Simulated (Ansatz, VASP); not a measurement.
# TaF: VASP beside Ansatz

```
CELL_PARAMETERS angstrom
2.79321 0.00000 0.00000
-1.39660 2.41899 0.00000
0.00000 0.00000 4.14355
ATOMIC_POSITIONS crystal
Ta 0.00000 0.00000 0.00000
F 0.66667 0.33333 0.50000
```

Alike in both runs: functional PBE; k mesh 24 × 24 × 14; occupations gaussian, width 0.1 eV; no spin polarisation.

Ansatz relaxed the structure, and its values are those at the end. VASP's run is a single point on that final structure, the one shown.

|  | VASP | Ansatz |
| --- | --- | --- |
| version | VASP 6.6.1 | Ansatz 0.2.0 |
| potentials or method | VASP PAW PBE potentials, release 64 (Ta_pv, F), cutoff 520 eV | scalar-relativistic, plane waves, PAW |
| valence electrons in the cell | 18 | 20 |

```tsv
	VASP	Ansatz	Ansatz less VASP
gap on the k mesh at the Fermi level (eV)	none	none	-
pressure (GPa)	-0.1	0.0	+0.14
```

A gap of «none» marks a metal or a gap that the smearing closes. VASP's potentials hold 18 valence electrons a cell and Ansatz's 20, so a difference there can come from the potentials and not from the codes.

Spin-orbit coupling is off throughout.
